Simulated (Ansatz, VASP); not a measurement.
## SrO in VASP and in Ansatz

```xyz
2
Lattice="0.0000 2.5526 2.5526 2.5526 0.0000 2.5526 2.5526 2.5526 0.0000" Properties=species:S:1:pos:R:3 pbc="T T T"
Sr    0.0000    0.0000    0.0000
O     2.5526    2.5526    2.5526
```

Change from the starting cell: volume scaled by 0.98, crystal datasets.

Alike in both runs: task electric field gradients; functional PBE; k mesh 8 × 8 × 8; occupations fermi-dirac, width 0.02 eV; no spin polarisation.

|  | VASP | Ansatz |
| --- | --- | --- |
| version | VASP 6.6.1 | Ansatz 0.2.0 |
| potentials or method | VASP PAW PBE potentials, release 64 (Sr_sv, O), cutoff 520 eV | all-electron PAW with datasets made for the crystal, scalar-relativistic |

```csv
,VASP,Ansatz,Ansatz less VASP
gap on the k mesh at the Fermi level (eV),3.25,3.30,+0.050
pressure (GPa),5.6,5.0,-0.64
```

Ansatz ran all-electron here, and VASP with PAW potentials.
